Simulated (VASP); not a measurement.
Crystal: Y.

```xyz
1
Lattice="0.0000 2.4850 2.4850 2.4850 0.0000 2.4850 2.4850 2.4850 0.0000" Properties=species:S:1:pos:R:3 pbc="T T T"
Y     0.0000    0.0000    0.0000
```

This isn't the form of Y at room conditions, which is hcp.

Base run:

```yaml
Program: VASP 6.6.1
Functional: PBE
Potentials_or_basis: VASP PAW PBE potentials, release 64 (Y_sv)
Cutoff: 520 eV
k_mesh: 13 × 13 × 13
Occupations: fermi-dirac, width 0.05 eV
Spin: no spin polarisation
```

Its results: band gap on the k mesh zero (an odd number of electrons rules out a gap without spin polarisation); pressure 2.3 GPa.

**Question.** The run is repeated on the same cell with these changes: functional from PBE to LDA; potentials or basis from VASP PAW PBE potentials, release 64 (Y_sv) to VASP PAW LDA potentials, release 64 (Y_sv). What comes out?

**Answer.** Band gap on the k mesh zero (an odd number of electrons rules out a gap without spin polarisation); pressure -1.9 GPa.
